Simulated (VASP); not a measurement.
The system is GaN.

```
CELL_PARAMETERS angstrom
3.21843 0.00000 0.00000
-1.60921 2.78724 0.00000
0.00000 0.00000 5.24303
ATOMIC_POSITIONS crystal
Ga 0.33333 0.66667 0.99913
Ga 0.66667 0.33333 0.49913
N 0.33333 0.66667 0.37587
N 0.66667 0.33333 0.87587
```

Base run:

- Program: VASP 6.6.1
- Functional: r2SCAN
- Potentials or basis: VASP PAW PBE potentials, release 64 (Ga_d, N)
- Cutoff: 520 eV
- k mesh: 12 × 12 × 6
- Occupations: gaussian, width 0.02 eV
- Spin: no spin polarisation

Its results: band gap on the k mesh 2.11 eV; pressure -5.1 GPa.

Question: The run is repeated on the same cell with these changes: functional from r2SCAN to PBE. What comes out?

Answer: Band gap on the k mesh 1.72 eV; pressure 0.1 GPa.

Caveats: the cell stands under tension (at least some runs); the PAW data sets were made with another functional, which shifts forces and pressure a little (at least some runs).

